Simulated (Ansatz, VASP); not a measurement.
# BN in VASP and in Ansatz

POSCAR

```
BN
1.0
    2.5500000000      0.0000000000      0.0000000000
   -1.2750000000      2.2083647797      0.0000000000
    0.0000000000      0.0000000000      4.2100000000
B N
2 2
Direct
    0.3333333333      0.6666666667      0.0000000000
    0.6666666667      0.3333333333      0.5000000000
    0.3333333333      0.6666666667      0.3740000000
    0.6666666667      0.3333333333      0.8740000000
```

INCAR.step1

```
ALGO = Normal ; EDIFF = 1E-4
ENCUT = 600 ; GGA = PE
ISMEAR = 0 ; LASPH = T
LCHARG = F ; LREAL = F
LWAVE = T ; NELM = 60
PREC = Accurate ; SIGMA = 0.02
```

Contents of INCAR.step2:

```
ALGO = Normal ; EDIFF = 1E-6
EDIFFG = -0.002 ; ENCUT = 600
IBRION = 2 ; ISIF = 3
ISMEAR = 0 ; ISTART = 1
LASPH = T ; LCHARG = F
LMIXTAU = T ; LREAL = F
LWAVE = F ; METAGGA = R2SCAN
NELM = 60 ; NSW = 100
PREC = Accurate ; SIGMA = 0.02
```

KPOINTS

```
k-points
0
Gamma
  12 12 6
```

Input for Ansatz:

```yaml
crystal:
  lattice:
    - [2.55, 0.0, 0.0]
    - [-1.275, 2.2083647797, 0.0]
    - [0.0, 0.0, 4.21]
  atoms:
    - { symbol: B, position: [0.3333333333, 0.6666666667, 0.0] }
    - { symbol: B, position: [0.6666666667, 0.3333333333, 0.5] }
    - { symbol: "N", position: [0.3333333333, 0.6666666667, 0.374] }
    - { symbol: "N", position: [0.6666666667, 0.3333333333, 0.874] }
basis:
  ecutwfc: 500
kpoints:
  mp_grid: { grid: [12, 12, 6] }
hamiltonian:
  xc: r2scan
  pseudopotentials: { kind: paw, azcp: { folder: soft_1 } }
scf:
  occupations: { method: gaussian, width: 0.02 }
output:
  forces: true
  stress: true
  eigenvalues: true
  write_density: true
  write_potential: true
  elf: true
  volumetric_format: npy
relax:
  adjacent_minimum: "off"
  f_tol: 0.002
  max_steps: 80
  cell: { stress_tol: 0.02 }
```

Alike in both runs: task relaxation of cell and atoms; functional r2SCAN; k mesh 12 × 12 × 6; occupations gaussian, width 0.02 eV; no spin polarisation.

```csv
,VASP,Ansatz
version,VASP 6.6.1,Ansatz 0.2.0
potentials or method,"VASP PAW PBE potentials, release 64 (B, N), cutoff 600 eV","scalar-relativistic, plane waves, PAW"
valence electrons in the cell,16,16
```

```tsv
	VASP	Ansatz	Ansatz less VASP
gap on the k mesh at the Fermi level, each at its own relaxed structure (eV)	5.72	5.74	+0.022
relaxed volume (Å³/atom)	5.91	5.89	-0.022
relaxed cell length with the largest relative difference (Å)	2.547	2.543	-0.0033
```

VASP's potentials were made for PBE, not for r2SCAN.
